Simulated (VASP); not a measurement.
Write the native input for VASP 6.6.1 that does the following.

```
Task                   : single point
Functional             : LDA
Potentials or basis    : VASP PAW LDA potentials, release 64 (Al)
Cutoff                 : 520 eV
k mesh                 : 19 × 19 × 19
Occupations            : fermi-dirac, width 0.08 eV
Spin                   : no spin polarisation
Dipole correction      : no
Further INCAR settings : ALGO = Normal; EDIFF = 1e-06; NBANDS = 8
```

The structure of Al lies in POSCAR:

```
Al
1.0
   -1.5043516205      1.5043516205      1.5043516205
    1.5043516205     -1.5043516205      1.5043516205
    1.5043516205      1.5043516205     -1.5043516205
Al
1
Direct
    0.0000000000      0.0000000000      0.0000000000
```

This cell differs from its parent crystal: volume scaled by 0.84.

These files were run (other wordings do the same):

INCAR

```
SYSTEM = Al
PREC = Accurate ; ENCUT = 520
EDIFF = 1E-6 ; ISMEAR = -1
SIGMA = 0.08 ; LREAL = .False.
LASPH = .True. ; NELM = 100
ALGO = Normal ; ISIF = 2
LWAVE = .False. ; LCHARG = .False.
GGA = CA ; NBANDS = 8
```

KPOINTS

```
regular mesh
0
Gamma
  19 19 19
  0 0 0
```

Potentials or basis: VASP PAW LDA potentials, release 64 (Al).

The run is started by

```sh
$ cat potpaw_LDA.64/Al/POTCAR > POTCAR
$ mpirun -np 1 vasp_std > vasp.out
```

It gave:

```
Pressure : 19.1 GPa
```

It took 11 s on 1 thread of Intel(R) Xeon(R) Platinum 8259CL CPU @ 2.50GHz (Skylake/Cascade Lake) (shared host), peak memory 0.12 GiB.
